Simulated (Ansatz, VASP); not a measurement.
## One calculation of Si3Sn, two programs

```
CELL_PARAMETERS angstrom
2.32208 -2.32239 0.00000
2.32208 2.32239 0.00000
0.00000 0.00000 6.77671
ATOMIC_POSITIONS crystal
Si 0.00000 0.00000 0.68618
Si 0.00000 0.00000 0.31382
Si 0.50000 0.50000 0.50000
Sn 0.50000 0.50000 0.00000
```

Alike in both runs: functional PBE; k mesh 14 × 14 × 8; occupations gaussian, width 0.1 eV; no spin polarisation.

Ansatz relaxed the structure, and its values are those at the end. VASP's run is a single point on that final structure, the one shown.

```csv
,VASP,Ansatz
version,VASP 6.6.1,Ansatz 0.2.0
potentials or method,"VASP PAW PBE potentials, release 64 (Si, Sn_d), cutoff 520 eV","scalar-relativistic, plane waves, PAW"
valence electrons in the cell,26,26
```

Ansatz gave:

| Property | Result |
| --- | --- |
| gap on the k mesh at the Fermi level (eV) | none |
| pressure (GPa) | 0.0 |
| rms of the force components (eV/Å) | 0.001 |

Question: What did VASP give for the same quantities?

Answer: gap on the k mesh at the Fermi level (eV): none; pressure (GPa): -0.1; rms of the force components (eV/Å): 0.003.

A gap of «none» marks a metal or a gap that the smearing closes. Ansatz's warnings: near symmetry operations not taken.
